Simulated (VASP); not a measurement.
A run of VASP 6.6.1 is set up as follows.

INCAR

```
SYSTEM = Co
ALGO = Normal
EDIFF = 1E-6
ENCUT = 520
GGA = PE
ISIF = 2
ISMEAR = -1
ISPIN = 2
LASPH = .TRUE.
LCHARG = .FALSE.
LMAXMIX = 4
LORBIT = 11
LREAL = .FALSE.
LWAVE = .FALSE.
MAGMOM = 3
NBANDS = 14
NELM = 150
PREC = Accurate
SIGMA = 0.01
```

KPOINTS

```
k-points
0
G
  11 11 11
  0 0 0
```

The input POSCAR:

```
Co
1.0
    0.0000000000      1.8011500000      1.8011500000
    1.8011500000      0.0000000000      1.8011500000
    1.8011500000      1.8011500000      0.0000000000
Co
1
Direct
    0.0000000000      0.0000000000      0.0000000000
```

Potentials or basis: VASP PAW PBE potentials, release 64 (Co).

Run with:

```sh
$ cat potpaw_PBE.64/Co/POTCAR > POTCAR
$ mpirun -np 1 vasp_std > vasp.out
```

What does it give for the site moments?

Co +1.64 μB.

What does it give for the pressure?

-14.1 GPa.
